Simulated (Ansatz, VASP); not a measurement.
## One calculation of MgSe, two programs

INCAR

```
PREC     = Accurate       # precision mode
ENCUT    = 600            # plane-wave cutoff, eV
EDIFF    = 1E-6           # SCF threshold, eV
ISMEAR   = 0              # smearing method
SIGMA    = 0.05           # smearing width, eV
LREAL    = False          # projectors in reciprocal space
LASPH    = True           # aspherical terms in the spheres
NELM     = 120            # most SCF steps
ALGO     = Normal         # electronic algorithm
ISIF     = 2              # what is computed and relaxed
LWAVE    = False          # write WAVECAR
LCHARG   = False          # write CHGCAR
GGA      = PS             # functional
NBANDS   = 11             # bands
GGA_COMPAT= False
```

KPOINTS

```
regular mesh
0
Gamma
  8 8 8
```

POSCAR

```
MgSe
1.0
    0.0000000000      2.8617750000      2.7936375000
    2.8617750000      0.0000000000      2.7936375000
    2.8617750000      2.8617750000      0.0000000000
Mg Se
1 1
Direct
    0.0000000000      0.0000000000      0.0000000000
    0.5000000000      0.5000000000      0.5000000000
```

Input for Ansatz:

```yaml
crystal:
  lattice:
    - [0.0, 2.861775, 2.7936375]
    - [2.861775, 0.0, 2.7936375]
    - [2.861775, 2.861775, 0.0]
  atoms:
    - { symbol: Mg, position: [0.0, 0.0, 0.0] }
    - { symbol: Se, position: [0.5, 0.5, 0.5] }
basis:
  ecutwfc: 420
kpoints:
  mp_grid: { grid: [8, 8, 8] }
hamiltonian:
  xc: pbesol
scf:
  occupations: { method: gaussian, width: 0.05 }
output:
  forces: true
  stress: true
  eigenvalues: true
```

Change from the starting cell: strain +0.050 along x and y, +0.025 along z, atoms carried along.

Alike in both runs: task single point; functional PBEsol; k mesh 8 × 8 × 8; occupations gaussian, width 0.05 eV; no spin polarisation.

```csv
,VASP,Ansatz
version,VASP 6.6.1,Ansatz 0.2.0
potentials or method,"VASP PAW PBE potentials, release 64 (Mg, Se), cutoff 600 eV","scalar-relativistic, plane waves, PAW"
valence electrons in the cell,8,26
```

```csv
,VASP,Ansatz,Ansatz less VASP
gap on the k mesh at the Fermi level (eV),1.47,1.49,+0.016
least direct gap on the mesh (eV),1.72,1.72,+0.004
pressure (GPa),-6.2,-6.1,+0.08
"traceless stress, the component that is largest in VASP (GPa)",0.72,0.73,+0.003
```

VASP's potentials were made for PBE, not for PBEsol. VASP's potentials hold 8 valence electrons a cell and Ansatz's 26, so a difference there can come from the potentials and not from the codes.
